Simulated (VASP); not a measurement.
# In2O (antifluorite type) (Fm-3m) in VASP: notebook

Runs on In2O (antifluorite type). Level: PBE. Tasks: single point.

Everything below comes from runs of VASP 6.6.1. Logs are shortened: lines on timing, memory, paths and dates and some standing lists are left out, and cuts for length are marked.

### 1 The cell of the first run

It takes space group Fm-3m (No. 225, cubic). The conventional cell has a = 6.369 Å, b = 6.369 Å, c = 6.369 Å, α = 90.00°, β = 90.00°, γ = 90.00°. Within 3.6 Å of In (site symmetry -43m) lie 4 O at 2.76 Å and 6 In at 3.18 Å. O (site symmetry m-3m) has 8 In at 2.76 Å within 3.6 Å.

### 2 Single point, PBE

The input, INCAR:

```
SYSTEM = In2O
PREC = Accurate ; ENCUT = 520
EDIFF = 1E-6 ; ISMEAR = -1
SIGMA = 0.06122561905347299 ; LREAL = .False.
LASPH = .True. ; NELM = 100
ALGO = Normal ; ISIF = 2
LWAVE = .False. ; LCHARG = .False.
GGA = PE ; NBANDS = 23
```

The input, KPOINTS:

```
Automatic mesh
0
Gamma
  15 15 15
  0 0 0
```

The input, POSCAR:

```
In2O
1.0
    0.0000000000      3.1843479789      3.1843479789
    3.1843479789      0.0000000000      3.1843479789
    3.1843479789      3.1843479789      0.0000000000
In O
2 1
Direct
    0.2500000000      0.2500000000      0.2500000000
    0.7500000000      0.7500000000      0.7500000000
    0.0000000000      0.0000000000      0.0000000000
```

Potentials or basis: VASP PAW PBE potentials, release 64 (In_d, O).

On the command line:

```console
$ cat potpaw_PBE.64/In_d/POTCAR potpaw_PBE.64/O/POTCAR > POTCAR
$ mpirun -np 1 vasp_std > vasp.out
```

OUTCAR:

```text
SYSTEM = In2O
   PREC = Accurate
   ENCUT = 520
   EDIFF = 1E-6
   ISMEAR = -1
   LREAL = .False.
   LASPH = .True.
   NELM = 100
   ISIF = 2
   GGA = PE

 ion  position               nearest neighbor table
   1  0.250  0.250  0.250-   3 2.76   3 2.76   3 2.76   3 2.76   2 3.18   2 3.18   2 3.18   2 3.18
                             2 3.18   2 3.18
   2  0.750  0.750  0.750-   3 2.76   3 2.76   3 2.76   3 2.76   1 3.18   1 3.18   1 3.18   1 3.18
                             1 3.18   1 3.18
   3  0.000  0.000  0.000-   2 2.76   2 2.76   2 2.76   1 2.76   2 2.76   1 2.76   1 2.76   1 2.76

  LATTYP: Found a face centered cubic cell.
 ALAT       =     6.3686959578

  Lattice vectors:

 A1 = (   0.0000000000,   3.1843479789,   3.1843479789)
 A2 = (   3.1843479789,   0.0000000000,   3.1843479789)
 A3 = (   3.1843479789,   3.1843479789,   0.0000000000)

Analysis of symmetry for initial positions (statically):
=====================================================================
 Subroutine PRICEL returns:
 Original cell was already a primitive cell.

 Routine SETGRP: Setting up the symmetry group for a
 face centered cubic supercell.

 Subroutine GETGRP returns: Found 48 space group operations
 (whereof 48 operations were pure point group operations)
 out of a pool of 48 trial point group operations.

The static configuration has the point symmetry O_h .

Analysis of symmetry for dynamics (positions and initial velocities):
=====================================================================
 Subroutine PRICEL returns:
 Original cell was already a primitive cell.

 Routine SETGRP: Setting up the symmetry group for a
 face centered cubic supercell.

 Subroutine GETGRP returns: Found 48 space group operations
 (whereof 48 operations were pure point group operations)
 out of a pool of 48 trial point group operations.

The dynamic configuration has the point symmetry O_h .

 Subroutine INISYM returns: Found 48 space group operations
 (whereof 48 operations are pure point group operations),
 and found     1 'primitive' translations

----------------------------------------------------------------------------------------

                                     Primitive cell

  volume of cell :      64.5790

  direct lattice vectors                    reciprocal lattice vectors
     0.000000000  3.184347979  3.184347979    -0.157018015  0.157018015  0.157018015
     3.184347979  0.000000000  3.184347979     0.157018015 -0.157018015  0.157018015
     3.184347979  3.184347979  0.000000000     0.157018015  0.157018015 -0.157018015

  length of vectors
     4.503348099  4.503348099  4.503348099     0.271963180  0.271963180  0.271963180

[... 83 lines left out ...]
   LREAL  =      F    real-space projection
   EDIFFG = 0.1E-04   stopping-criterion for IOM
   NSW    =      0    number of steps for IOM
   IBRION =     -1    ionic relax: 0-MD 1-quasi-New 2-CG
   NFREE  =      0    steps in history (QN), initial steepest desc. (CG)
   ISIF   =      2    stress and relaxation
   ISYM   =      2    0-nonsym 1-usesym 2-fastsym
   POTIM  = 0.5000    time-step for ionic-motion
   TEBEG  =    0.0;   TEEND  =   0.0 temperature during run
   PSTRESS=    0.0 pullay stress
   NELECT =      32.0000    total number of electrons
   NUPDOWN=      -1.0000    fix difference up-down
   EMIN   =  10.00;   EMAX   =-10.00  energy-range for DOS
   EFERMI =   0.00;   METHOD = LEGACY
   ISMEAR =    -1;   SIGMA  =   0.06  broadening in eV -4-tet -1-fermi 0-gaus
   EFERMI_NEDOS =   21; number of points for ismear=-14 and -15
   IALGO  =     38    algorithm
   IMIX   =      4    mixing-type and parameters
     AMIX     =   0.40;   BMIX     =  1.00
     AMIX_MAG =   1.60;   BMIX_MAG =  1.00
  volume/ion in A,a.u.               =      21.53       145.27
  Fermi-wavevector in a.u.,A,eV,Ry     =   1.295471  2.448085 22.833905  1.678245
  Thomas-Fermi vector in A             =   2.426988
   LORBIT       =      0    0 simple, 1 ext, 2 COOP (PROOUT), +10 PAW based schemes
   GGA     = PE    functional components
   LHFCALC =     F    Hartree Fock is set to
   AEXX    =    0.0000 exact exchange contribution
   IVDW    =     0    specifies the selected vdW correction
   LEPSILON=     F    determine dielectric tensor
   LRPA    =     F    only Hartree local field effects (RPA)
 non-spin polarized calculation
  energy-cutoff  :      520.00
  volume of cell :       64.58
 maximum number of plane-waves:      1807
 NGX is ok and might be reduce to    36
   NGX = 17   NGY = 17   NGZ = 17

 number of electron      32.0000015 magnetization

 Free energy of the ion-electron system (eV)
  ---------------------------------------------------
  ext. energy  EPLUGINS =         0.00000000
  ---------------------------------------------------
  free energy    TOTEN  =       -10.60548639 eV

  energy without entropy =      -10.59053991  energy(sigma->0) =      -10.59801315

 E-fermi :   5.9625     XC(G=0):  -9.9221

 val. band max:        5.9321310808   @ k =  -0.4000   0.4667   0.0667
 cond. band min:       5.9654508530   @ k =  -0.4000   0.4667   0.1333
 fundamental gap:      0.0333197722
 Fermi energy:         5.9625244884

 k-point     1 :       0.0000    0.0000    0.0000
  band No.  band energies     occupation
      1     -11.0777      2.00000
      2      -8.6767      2.00000
      3      -8.6767      2.00000
      4      -8.4906      2.00000
      5      -8.4906      2.00000
      6      -8.4906      2.00000
[... 613 lines left out ...]
     22      13.3130      0.00000
     23      14.7898      0.00000

 [... further k-points ...]

------------------------ aborting loop because EDIFF is reached ----------------------------------------

  FORCE on cell =-STRESS in cart. coord.  units (eV):
  Direction    XX          YY          ZZ          XY          YZ          ZX
  --------------------------------------------------------------------------------------
  -------------------------------------------------------------------------------------
  Total        0.3833548      0.3833548      0.3833548      0.0000000      0.0000000     -0.0000000
  in kB        9.5108637      9.5108637      9.5108637      0.0000000      0.0000000     -0.0000000
  external PRESSURE =       9.5108637 kB  Pullay stress =       0.0000000 kB

 VOLUME and BASIS-vectors are now :
 -----------------------------------------------------------------------------
  energy-cutoff  :      520.00
  volume of cell :       64.58
      direct lattice vectors                 reciprocal lattice vectors
     0.000000000  3.184347979  3.184347979    -0.157018015  0.157018015  0.157018015
     3.184347979  0.000000000  3.184347979     0.157018015 -0.157018015  0.157018015
     3.184347979  3.184347979  0.000000000     0.157018015  0.157018015 -0.157018015

 POSITION                                       TOTAL-FORCE (eV/Angst)
 -----------------------------------------------------------------------------------
      1.59217      1.59217      1.59217        -0.000000     -0.000000     -0.000000
      4.77652      4.77652      4.77652         0.000000      0.000000      0.000000
      0.00000      0.00000      0.00000         0.000000     -0.000000      0.000000
 -----------------------------------------------------------------------------------
    total drift:                                0.000000      0.000000      0.000000

  FREE ENERGIE OF THE ION-ELECTRON SYSTEM (eV)
  ---------------------------------------------------
  free  energy   TOTEN  =       -10.6054863936 eV

  energy  without entropy=      -10.5905399064  energy(sigma->0) =      -10.59801315
```

Run time: 5.5 min. Hardware: 1 thread of Intel Xeon 8259CL, shared host; peak memory 0.31 GiB.

Results:

| Property | Result |
| --- | --- |
| Free energy | -10.6055 eV |
| Pressure | 1.0 GPa |
| Band gap on the k mesh | zero (bands 16 and 17 overlap by 1.85 eV) |

Levels at points of the mesh, in eV from the Fermi level:
```tsv
k point	band 14	band 15	band 16	band 17	band 18	band 19
(0.00, 0.00, 0.00)	-2.46	-2.46	1.70	1.93	1.93	1.93
```

Caveat: spin-orbit coupling is left out, which moves the levels of the heavy elements.

### 3 Single point, PBE

The input, INCAR:

```
ALGO     = Normal         # electronic algorithm
EDIFF    = 1E-6           # SCF threshold, eV
ENCUT    = 520            # plane-wave cutoff, eV
GGA      = PE             # functional
ISIF     = 2              # what is computed and relaxed
ISMEAR   = -1             # smearing method
LASPH    = True           # aspherical terms in the spheres
LCHARG   = True           # write CHGCAR
LELF     = True           # ELF
LREAL    = False          # projectors in reciprocal space
LVHAR    = True         
LWAVE    = False          # write WAVECAR
NBANDS   = 23             # bands
NELM     = 60             # most SCF steps
PREC     = Accurate       # precision mode
SIGMA    = 0.06122561905347299 # smearing width, eV
```

The input, KPOINTS:

```
k-points
0
Gamma
  15 15 15
```

POSCAR is that of step 2.

Potentials or basis: VASP PAW PBE potentials, release 64 (In_d, O).

On the command line:

```console
$ cat potpaw_PBE.64/In_d/POTCAR potpaw_PBE.64/O/POTCAR > POTCAR
$ mpirun -np 1 vasp_std > vasp.out
```

Wall time 5.8 min (1 thread of Intel Xeon 8259CL, shared host); peak memory 0.31 GiB.

It converged, with:

```
Free energy            : -10.6055 eV
Pressure               : 1.0 GPa
Band gap on the k mesh : zero (bands 16 and 17 overlap by 1.85 eV)
```

Levels at points of the mesh, in eV from the Fermi level:
| k point | band 13 | band 14 | band 15 | band 16 | band 17 | band 18 | band 19 | band 20 |
| --- | --- | --- | --- | --- | --- | --- | --- | --- |
| (0.00, 0.00, 0.00) | -2.46 | -2.46 | -2.46 | 1.70 | 1.93 | 1.93 | 1.93 | 6.75 |

Caveat: spin-orbit coupling is left out, which moves the levels of the heavy elements.

The gap in the log of VASP goes by the Fermi energy; the results here count the filled bands.